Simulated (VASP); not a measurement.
Wanted: the native input for a VASP 6.6.1 run.

```
Task                   : relaxation of the atoms
Functional             : PBEsol
Potentials or basis    : VASP PAW PBE potentials, release 64 (C)
Cutoff                 : 520 eV
k mesh                 : 11 × 6 × 1
Occupations            : gaussian, width 0.05 eV
Spin                   : no spin polarisation
Dipole correction      : yes
Further INCAR settings : ALGO = Normal; EDIFF = 1e-07; NELMDL = -8; IBRION = 2; EDIFFG = -0.02; NSW = 80
```

The structure of C lies in POSCAR:

```
C
1.0
    2.4588524064      0.0000000000      0.0000000000
    0.0000000000      4.2614788157      0.0000000000
    0.0000000000      0.0000000000     26.6816211282
C
14
Direct
    0.5000000000      0.3329292815      0.2810923656
    0.0000000000      0.4161283600      0.3041275240
    0.0000000000      0.5826151621      0.3502223840
    0.5000000000      0.6658142405      0.3732575424
    0.5000000000      0.8323010426      0.4193524024
    0.0000000000      0.9155001210      0.4423875608
    0.0000000000      0.0819869231      0.4884824208
    0.5000000000      0.1651860016      0.5115175792
    0.5000000000      0.3316728036      0.5576124392
    0.0000000000      0.4148718821      0.5806475976
    0.0000000000      0.5813586841      0.6267424576
    0.5000000000      0.6645577626      0.6497776160
    0.5000000000      0.8310445646      0.6958724760
    0.0000000000      0.9142436431      0.7189076344
```

The input as run:

INCAR

```
PREC = Accurate
ENCUT = 520
EDIFF = 1E-7
ISMEAR = 0
SIGMA = 0.05
LREAL = False
LASPH = True
NELM = 120
ALGO = Normal
ISIF = 2
LWAVE = False
LCHARG = False
LDIPOL = True
IDIPOL = 3
DIPOL = 0.5 0.5 0.500
GGA = PS
IBRION = 2
NSW = 80
EDIFFG = -0.02
GGA_COMPAT = False
NELMIN = 4
NELMDL = -8
KPAR = 4
```

KPOINTS

```
regular mesh
0
Gamma
  11 6 1
```

Potentials or basis: VASP PAW PBE potentials, release 64 (C).

Run with:

```console
$ cat potpaw_PBE.64/C/POTCAR > POTCAR
$ mpirun -np 4 vasp_std > vasp.out
```

It gave:

The energy gained by relaxing is 16.0 meV/atom, the ionic steps are 24 and the largest force after relaxing is 0.016 eV/Å. The band gap on the k mesh is zero (bands 28 and 29 overlap by 0.57 eV).

Caveat: the PAW data sets were made with another functional, which shifts forces and pressure a little.

Run time: 14 min on 4 MPI ranks on Intel(R) Xeon(R) Platinum 8375C CPU @ 2.90GHz (Ice Lake), with other jobs on the host, peak memory 0.44 GiB a rank.
